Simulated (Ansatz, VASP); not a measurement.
**InAs in VASP and in Ansatz**

INCAR

```
PREC = Accurate
ENCUT = 520
EDIFF = 1E-6
ISMEAR = 0
SIGMA = 0.1
LREAL = F
LASPH = T
NELM = 150
ALGO = Fast
ISIF = 2
LWAVE = F
LCHARG = F
ISPIN = 2
MAGMOM = 0 0 0 0
LORBIT = 11
GGA = PS
NBANDS = 30
```

File KPOINTS:

```
regular mesh
0
Gamma
  12 12 10
```

The input POSCAR:

```
InAs
1.0
    3.0131402674      3.0131402674      0.0000000000
   -3.0131402674      3.0131402674      0.0000000000
    0.0000000000      0.0000000000      6.1541970043
In As
2 2
Direct
    0.5000000000      0.0000000000      0.2500000000
    0.0000000000      0.5000000000      0.7500000000
    0.0000000000      0.0000000000      0.0000000000
    0.5000000000      0.5000000000      0.5000000000
```

Input for Ansatz:

```yaml
crystal:
  lattice:
    - [3.0131402674, 3.0131402674, 0.0]
    - [-3.0131402674, 3.0131402674, 0.0]
    - [0.0, 0.0, 6.1541970043]
  atoms:
    - { symbol: In, position: [0.5, 0.0, 0.25] }
    - { symbol: In, position: [0.0, 0.5, 0.75] }
    - { symbol: As, position: [0.0, 0.0, 0.0] }
    - { symbol: As, position: [0.5, 0.5, 0.5] }
basis:
  ecutwfc: 420
kpoints:
  mp_grid: { grid: [12, 12, 10] }
hamiltonian:
  xc: pbesol
scf:
  occupations: { method: gaussian, width: 0.1 }
output:
  forces: true
  eigenvalues: true
  stress: true
magnetization:
  spin_polarized: true
```

Alike in both runs: task single point; functional PBEsol; k mesh 12 × 12 × 10; occupations gaussian, width 0.1 eV; collinear spin.

|  | VASP | Ansatz |
| --- | --- | --- |
| version | VASP 6.6.1 | Ansatz 0.2.0 |
| potentials or method | VASP PAW PBE potentials, release 64 (In_d, As), cutoff 520 eV | scalar-relativistic, plane waves, PAW |
| valence electrons in the cell | 36 | 56 |

```csv
,VASP,Ansatz,Ansatz less VASP
gap on the k mesh at the Fermi level (eV),none,none,-
pressure (GPa),0.5,0.5,-0.01
"traceless stress, the component that is largest in VASP (GPa)",-0.51,-0.51,+0.001
```

VASP's potentials were made for PBE, not for PBEsol. A gap of «none» marks a metal or a gap that the smearing closes. VASP's potentials hold 36 valence electrons a cell and Ansatz's 56, so a difference there can come from the potentials and not from the codes. Ansatz's warnings: no starting moments.
